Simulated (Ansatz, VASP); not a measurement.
Two plane-wave programs on Sn

```
Sn
1.0
    -2.89432    2.89432    1.56149
     2.89432   -2.89432    1.56149
     2.89432    2.89432   -1.56149
Sn
2
Direct
  0.00000 0.00000 0.00000
  0.75000 0.25000 0.50000
```

Alike in both runs: functional LDA; k mesh 16 × 16 × 16; occupations gaussian, width 0.1 eV; no spin polarisation.

Ansatz relaxed the structure, and its values are those at the end. VASP's run is a single point on that final structure, the one shown.

|  | VASP | Ansatz |
| --- | --- | --- |
| version | VASP 6.6.1 | Ansatz 0.2.0 |
| potentials or method | VASP PAW LDA potentials, release 64 (Sn_d), cutoff 520 eV | scalar-relativistic, plane waves, PAW |
| valence electrons in the cell | 28 | 28 |

```tsv
	VASP	Ansatz	Ansatz less VASP
gap on the k mesh at the Fermi level (eV)	none	none	-
pressure (GPa)	0.0	0.0	-0.03
```

Ansatz warns that its potentials were made for another functional, while VASP's fit it. LDA's correlation is that of Perdew and Zunger in VASP and of Perdew and Wang (1992) in Ansatz. A gap of «none» marks a metal or a gap that the smearing closes.
